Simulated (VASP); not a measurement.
# NaHI (P4/nmm) in VASP: notebook

The runs below take NaHI through relaxation of cell and atoms, with PBEsol+D4, PBEsol.

Everything below comes from runs of VASP 6.6.1. Logs are shortened: lines on timing, memory, paths and dates and some standing lists are left out, and cuts for length are marked.

## 1. The cell of the first run

The structure is tetragonal, space group P4/nmm (No. 129). Conventional cell: a = 4.126 Å, b = 4.126 Å, c = 7.977 Å, α = 90.00°, β = 90.00°, γ = 90.00°. Na (site symmetry 4mm) has 4 H at 2.61 Å and 4 I at 3.02 Å within 3.4 Å. Within 3.4 Å of H (site symmetry -4m2) lie 4 Na at 2.61 Å and 4 H at 2.92 Å and 4 I at 3.16 Å. I (site symmetry 4mm) has 6 Na at 3.02 to 3.99 Å and 4 H at 3.16 Å and 8 I at 4.13 to 4.32 Å within 4.4 Å.

## 2. Relaxation of cell and atoms, PBEsol+D4

File INCAR:

```
PREC = Accurate ; ENCUT = 600
EDIFF = 1E-6 ; ISMEAR = 1
SIGMA = 0.0643 ; LREAL = F
LASPH = T ; NELM = 60
ALGO = Normal ; ISIF = 3
LWAVE = F ; LCHARG = F
GGA = PS ; IVDW = 13
IBRION = 2 ; NSW = 60
EDIFFG = -0.01
```

File KPOINTS:

```
regular mesh
0
Gamma
  4 4 3
```

File POSCAR:

```
NaHI
1.0
    4.1262910000      0.0000000000      0.0000000000
    0.0000000000      4.1262910000      0.0000000000
    0.0000000000      0.0000000000      7.9769300000
Na H I
2 2 2
Direct
    0.0000000000      0.5000000000      0.2000000000
    0.5000000000      0.0000000000      0.8000000000
    0.0000000000      0.0000000000      0.0000000000
    0.5000000000      0.5000000000      0.0000000000
    0.0000000000      0.5000000000      0.7000000000
    0.5000000000      0.0000000000      0.3000000000
```

Potentials or basis: VASP PAW PBE potentials, release 64 (Na_pv, H, I).

Launch:

```console
$ cat potpaw_PBE.64/Na_pv/POTCAR potpaw_PBE.64/H/POTCAR potpaw_PBE.64/I/POTCAR > POTCAR
$ mpirun -np 1 vasp_std > vasp.out
```

OUTCAR:

```text
PREC = Accurate
   ENCUT = 600
   EDIFF = 1E-6
   ISMEAR = 1
   LREAL = F
   LASPH = T
   NELM = 60
   ISIF = 3
   GGA = PS
   IVDW = 13
   IBRION = 2
   NSW = 60
   EDIFFG = -0.01

 ion  position               nearest neighbor table
   1  0.000  0.500  0.200-   6 3.02   6 3.02   6 3.02   6 3.02
   2  0.500  0.000  0.800-   5 3.02   5 3.02   5 3.02   5 3.02
   3  0.000  0.000  0.000-
   4  0.500  0.500  0.000-
   5  0.000  0.500  0.700-   2 3.02   2 3.02   2 3.02   2 3.02
   6  0.500  0.000  0.300-   1 3.02   1 3.02   1 3.02   1 3.02

  LATTYP: Found a simple tetragonal cell.
 ALAT       =     4.1262910000
 C/A-ratio  =     1.9331961803

  Lattice vectors:

 A1 = (   4.1262910000,   0.0000000000,   0.0000000000)
 A2 = (   0.0000000000,   4.1262910000,   0.0000000000)
 A3 = (   0.0000000000,   0.0000000000,   7.9769300000)

Analysis of symmetry for initial positions (statically):
=====================================================================
 Subroutine PRICEL returns:
 Original cell was already a primitive cell.

 Routine SETGRP: Setting up the symmetry group for a
 simple tetragonal supercell.

 Subroutine GETGRP returns: Found 16 space group operations
 (whereof  8 operations were pure point group operations)
 out of a pool of 16 trial point group operations.

The static configuration has the point symmetry D_2d.
 The point group associated with its full space group is D_4h.

Analysis of symmetry for dynamics (positions and initial velocities):
=====================================================================
 Subroutine PRICEL returns:
 Original cell was already a primitive cell.

 Routine SETGRP: Setting up the symmetry group for a
 simple tetragonal supercell.

 Subroutine GETGRP returns: Found 16 space group operations
 (whereof  8 operations were pure point group operations)
 out of a pool of 16 trial point group operations.

The dynamic configuration has the point symmetry D_2d.
 The point group associated with its full space group is D_4h.

 Subroutine INISYM returns: Found 16 space group operations
 (whereof  8 operations are pure point group operations),
 and found     1 'primitive' translations

----------------------------------------------------------------------------------------

                                     Primitive cell

  volume of cell :     135.8174

  direct lattice vectors                    reciprocal lattice vectors
     4.126291000  0.000000000  0.000000000     0.242348395  0.000000000  0.000000000
     0.000000000  4.126291000  0.000000000     0.000000000  0.242348395  0.000000000
     0.000000000  0.000000000  7.976930000     0.000000000  0.000000000  0.125361511

  length of vectors
     4.126291000  4.126291000  7.976930000     0.242348395  0.242348395  0.125361511

  position of ions in fractional coordinates (direct lattice)
     0.000000000  0.500000000  0.200000000
     0.500000000  0.000000000  0.800000000
     0.000000000  0.000000000  0.000000000
     0.500000000  0.500000000  0.000000000
     0.000000000  0.500000000  0.700000000
     0.500000000  0.000000000  0.300000000

  ion indices of the primitive-cell ions
   primitive index   ion index
                 1           1
                 2           2
                 3           3
                 4           4
                 5           5
                 6           6

----------------------------------------------------------------------------------------

 KPOINTS: regular mesh

Automatic generation of k-mesh.
 Grid dimensions read from file:
 generate k-points for:    4    4    3

 Generating k-lattice:

  Cartesian coordinates                     Fractional coordinates (reciprocal lattice)
     0.060587099  0.000000000  0.000000000     0.250000000  0.000000000  0.000000000
     0.000000000  0.060587099  0.000000000     0.000000000  0.250000000  0.000000000
     0.000000000  0.000000000  0.041787170     0.000000000  0.000000000  0.333333333

  Length of vectors
     0.060587099  0.060587099  0.041787170

  Shift w.r.t. Gamma in fractional coordinates (k-lattice)
     0.000000000  0.000000000  0.000000000

 Subroutine IBZKPT returns following result:
 ===========================================

 Found     12 irreducible k-points:

 Following reciprocal coordinates:
            Coordinates               Weight
  0.000000  0.000000  0.000000      1.000000
  0.250000  0.000000  0.000000      4.000000
  0.500000  0.000000  0.000000      2.000000
  0.250000  0.250000  0.000000      4.000000
  0.500000  0.250000  0.000000      4.000000
  0.500000  0.500000  0.000000      1.000000
  0.000000  0.000000  0.333333      2.000000
  0.250000  0.000000  0.333333      8.000000
  0.500000  0.000000  0.333333      4.000000
  0.250000  0.250000  0.333333      8.000000
  0.500000  0.250000  0.333333      8.000000
  0.500000  0.500000  0.333333      2.000000
   k-points           NKPTS =     12   k-points in BZ     NKDIM =     12   number of bands    NBANDS=     19
   number of dos      NEDOS =    301   number of ions     NIONS =      6
   total plane-waves  NPLWV =  82944
   dimension x,y,z NGX =    36 NGY =   36 NGZ =   64
   dimension x,y,z NGXF=    72 NGYF=   72 NGZF=  128
   ions per type =               2   2   2
   NGX,Y,Z   is equivalent  to a cutoff of  14.50, 14.50, 13.34 a.u.
   NGXF,Y,Z  is equivalent  to a cutoff of  29.01, 29.01, 26.68 a.u.
 SYSTEM =  unknown system
   PREC   = accura    normal or accurate (medium, high low for compatibility)
   ISTART =      0    job   : 0-new  1-cont  2-samecut
   ICHARG =      2    charge: 1-file 2-atom 10-const
   ISPIN  =      1    spin polarized calculation?
   LNONCOLLINEAR =      F non collinear calculations
   LSORBIT =      F    spin-orbit coupling
   LASPH  =      T    aspherical Exc in radial PAW
   ENCUT  =  600.0 eV  44.10 Ry    6.64 a.u.   8.24  8.24 15.93*2*pi/ulx,y,z
   NELM   =     60;   NELMIN=  2; NELMDL= -5     # of ELM steps
   EDIFF  = 0.1E-05   stopping-criterion for ELM
   LREAL  =      F    real-space projection
   EDIFFG = -.1E-01   stopping-criterion for IOM
   NSW    =     60    number of steps for IOM
   IBRION =      2    ionic relax: 0-MD 1-quasi-New 2-CG
   NFREE  =      1    steps in history (QN), initial steepest desc. (CG)
   ISIF   =      3    stress and relaxation
   ISYM   =      2    0-nonsym 1-usesym 2-fastsym
   POTIM  = 0.5000    time-step for ionic-motion
   TEBEG  =    0.0;   TEEND  =   0.0 temperature during run
   PSTRESS=    0.0 pullay stress
   NELECT =      30.0000    total number of electrons
   NUPDOWN=      -1.0000    fix difference up-down
   EMIN   =  10.00;   EMAX   =-10.00  energy-range for DOS
   EFERMI =   0.00;   METHOD = LEGACY
   ISMEAR =     1;   SIGMA  =   0.06  broadening in eV -4-tet -1-fermi 0-gaus
   EFERMI_NEDOS =   21; number of points for ismear=-14 and -15
   IALGO  =     38    algorithm
   IMIX   =      4    mixing-type and parameters
     AMIX     =   0.40;   BMIX     =  1.00
     AMIX_MAG =   1.60;   BMIX_MAG =  1.00
  volume/ion in A,a.u.               =      22.64       152.76
  Fermi-wavevector in a.u.,A,eV,Ry     =   0.989609  1.870089 13.324526  0.979325
  Thomas-Fermi vector in A             =   2.121219
   LORBIT       =      0    0 simple, 1 ext, 2 COOP (PROOUT), +10 PAW based schemes
   GGA     = PS    functional components
   LHFCALC =     F    Hartree Fock is set to
   AEXX    =    0.0000 exact exchange contribution
   IVDW    =    13    specifies the selected vdW correction
   LEPSILON=     F    determine dielectric tensor
   LRPA    =     F    only Hartree local field effects (RPA)
 conjugate gradient relaxation of ions
 non-spin polarized calculation
 Methfessel and Paxton  Order N= 1 SIGMA  =   0.06
  energy-cutoff  :      600.00
  volume of cell :      135.82
 maximum number of plane-waves:      4555
 NGX is ok and might be reduce to    36
   NGX = 17   NGY = 17   NGZ = 31

--------------------------------------- Ionic step        1  -------------------------------------------

 number of electron      30.0000019 magnetization

 Free energy of the ion-electron system (eV)
  ---------------------------------------------------
  ext. energy  EPLUGINS =         0.00000000
  ---------------------------------------------------
  free energy    TOTEN  =       -12.78120516 eV

  energy without entropy =      -12.78073163  energy(sigma->0) =      -12.78104732

------------------------ aborting loop because EDIFF is reached ----------------------------------------

  DFT-D4 for vdW energy calculation

  Edisp (eV):   -0.54948

  FORCE on cell =-STRESS in cart. coord.  units (eV):
  Direction    XX          YY          ZZ          XY          YZ          ZX
  --------------------------------------------------------------------------------------
  -------------------------------------------------------------------------------------
  Total       1.18806     1.18806    -2.86068     0.00000     0.00000     0.00000
  in kB      14.01496    14.01496   -33.74619     0.00000     0.00000     0.00000
  external pressure =       -1.91 kB  Pullay stress =        0.00 kB
[... 109 lines left out ...]
  FREE ENERGIE OF THE ION-ELECTRON SYSTEM (eV)
  ---------------------------------------------------
  free  energy   TOTEN  =       -13.6923329632 eV

  energy  without entropy=      -13.6948720257  energy(sigma->0) =      -13.69317932

[... ionic steps 4 to 16 ...]

--------------------------------------- Ionic step       17  -------------------------------------------

 number of electron      30.0000005 magnetization

------------------------ aborting loop because EDIFF is reached ----------------------------------------

  DFT-D4 for vdW energy calculation

  Edisp (eV):   -0.58246
[... 77 lines left out ...]
  energy  without entropy=      -13.9745985355  energy(sigma->0) =      -13.97620011

--------------------------------------- Ionic step       19  -------------------------------------------

 number of electron      30.0000005 magnetization

 Free energy of the ion-electron system (eV)
  ---------------------------------------------------
  ext. energy  EPLUGINS =         0.00000000
  ---------------------------------------------------
  free energy    TOTEN  =       -13.39514508 eV

  energy without entropy =      -13.39263556  energy(sigma->0) =      -13.39430857

 E-fermi :   3.3752     XC(G=0):  -8.7291

 val. band max:        3.3299533724   @ k =   0.5000   0.2500   0.0000
 cond. band min:       3.4047367146   @ k =   0.5000   0.2500   0.3333
 fundamental gap:      0.0747833422
 Fermi energy:         3.3752452897

 k-point     1 :       0.0000    0.0000    0.0000
  band No.  band energies     occupation
      1     -20.3598      2.00000
      2     -20.3511      2.00000
      3     -20.3418      2.00000
      4     -20.3418      2.00000
      5     -20.3371      2.00000
      6     -20.3371      2.00000
[... 11 lines left out ...]
     18       8.7478      0.00000
     19       9.0301      0.00000
[... 277 lines left out ...]
  FREE ENERGIE OF THE ION-ELECTRON SYSTEM (eV)
  ---------------------------------------------------
  free  energy   TOTEN  =       -13.9770667571 eV

  energy  without entropy=      -13.9745572362  energy(sigma->0) =      -13.97623025

 reached required accuracy - stopping structural energy minimisation
```

It took 6.1 min on 1 thread of Intel Xeon Platinum 8488C (Sapphire Rapids), shared host; peak memory 0.3 GiB.

Results:

* Free energy: -13.9771 eV
* Relaxed volume: 20.50 Å³/atom
* Relaxed cell: a = 4.437 Å, b = 4.437 Å, c = 6.249 Å, α = 90.00°, β = 90.00°, γ = 90.00°
* Space group after relaxing (to 0.1 Å): P4/nmm (No. 129)
* Energy gained by relaxing: 107.7 meV/atom
* Ionic steps: 19
* Pressure after relaxing: 0.0 GPa
* Largest force after relaxing: 0.006 eV/Å
* Band gap on the k mesh: zero (bands 15 and 16 overlap by 0.96 eV)
* Dispersion energy per atom: -0.097 eV

Forces in eV/Å, atoms in the order of the input:
```
Na   0.000  0.000 -0.006
Na   0.000  0.000  0.006
H    0.000  0.000  0.000
H    0.000  0.000  0.000
I    0.000  0.000  0.001
I    0.000  0.000 -0.001
```

The path:
```
step  energy change (eV)  largest force (eV/Å)  pressure (GPa)  volume (Å³)
   1              0.0000                0.3526           -0.19       135.82
   2             -0.0991                0.3166           -0.55       135.24
   3             -0.3616                0.2144           -1.06       132.93
   4             -0.5540                0.3176            0.09       125.51
   5             -0.5653                0.2259           -0.71       128.70
   6             -0.5795                0.1659           -0.51       127.63
   7             -0.5802                0.1766           -0.46       127.38
   8             -0.5943                0.1958            0.07       124.38
   9             -0.5956                0.2034            0.34       123.00
  10             -0.6119                0.1747            0.40       123.02
  11             -0.6386                0.1277           -0.04       123.11
  12             -0.6387                0.1310           -0.12       123.11
  13             -0.6447                0.0514            0.17       122.11
  14             -0.6450                0.0191            0.30       121.77
  15             -0.6449                0.0359           -0.17       123.87
  16             -0.6462                0.0079            0.04       122.79
  17             -0.6463                0.0142            0.00       122.97
  18             -0.6463                0.0144           -0.01       122.99
  19             -0.6464                0.0060            0.01       123.02
```

Final structure:
```
CELL_PARAMETERS angstrom
4.43681 0.00000 0.00000
0.00000 4.43681 0.00000
0.00000 0.00000 6.24931
ATOMIC_POSITIONS crystal
Na 0.00000 0.50000 0.21030
Na 0.50000 0.00000 0.78970
H 0.00000 0.00000 0.00000
H 0.50000 0.50000 0.00000
I 0.00000 0.50000 0.72422
I 0.50000 0.00000 0.27578
```

Levels at points of the mesh, in eV from the Fermi level:
```tsv
k point	band 13	band 14	band 15	band 16	band 17	band 18
(0.00, 0.00, 0.00)	-1.92	-1.92	-1.41	-0.71	2.61	5.37
(0.50, 0.00, 0.00)	-2.33	-2.33	0.25	0.25	4.33	4.33
(0.50, 0.50, 0.00)	-2.83	-2.83	-0.63	-0.63	2.50	2.50
```

Caveat: the k points lie up to 0.35 Å⁻¹ apart in the final cell, too coarse for converged energies and pressures of a metal; a cell axis changed by over 15 % at a fixed basis, so the end point is rough; the PAW data sets were made with another functional, which shifts forces and pressure a little; spin-orbit coupling is left out, which moves the levels of the heavy elements.

[end of part 1 of 2]

The gap in the log of VASP goes by the Fermi energy; the results here count the filled bands.